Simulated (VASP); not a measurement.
## TaSi3: single point with PBEsol

Crystal: TaSi3.

```
Ta Si
1.0
     3.85559    0.00000    0.00000
     0.00000    3.85559    0.00000
     0.00000    0.00000    3.85559
Ta Si
1 3
Direct
  0.50000 0.50000 0.50000
  0.50000 0.00000 0.00000
  0.00000 0.50000 0.00000
  0.00000 0.00000 0.50000
```

| Item | Value |
| --- | --- |
| Program | VASP 6.6.1 |
| Task | single point |
| Functional | PBEsol |
| Potentials or basis | VASP PAW PBE potentials, release 64 (Ta_pv, Si) |
| Cutoff | 520 eV |
| k mesh | 12 × 12 × 12 |
| Occupations | gaussian, width 0.1 eV |
| Spin | no spin polarisation |

| Quantity | Value |
| --- | --- |
| Pressure | 0.2 GPa |
| Band gap on the k mesh | zero (an odd number of electrons rules out a gap without spin polarisation) |

Levels at points of the mesh, in eV from the Fermi level:
```
           k point  band 8  band 9  band 10  band 11  band 12  band 13  band 14  band 15
(0.00, 0.00, 0.00)   -4.53   -4.53    -0.94    -0.94    -0.94    -0.65     2.43     2.43
(0.50, 0.00, 0.00)   -4.62   -3.23    -1.27    -1.27    -0.47    -0.47    -0.11     2.57
(0.50, 0.50, 0.00)   -3.65   -3.65    -1.30    -1.19     0.07     0.78     0.88     0.88
(0.50, 0.50, 0.50)   -5.46   -5.46    -5.46    -1.56     1.12     1.12     3.28     3.28
```

It took 38 s on 1 thread of Intel(R) Xeon(R) Platinum 8488C (Sapphire Rapids), with other jobs on the host, peak memory 0.23 GiB.

Caveat: the PAW data sets were made with another functional, which shifts forces and pressure a little; spin-orbit coupling is left out, which moves the levels of the heavy elements; an odd number of electrons without spin polarisation forces a metal; a magnetic or distorted state may lie lower.
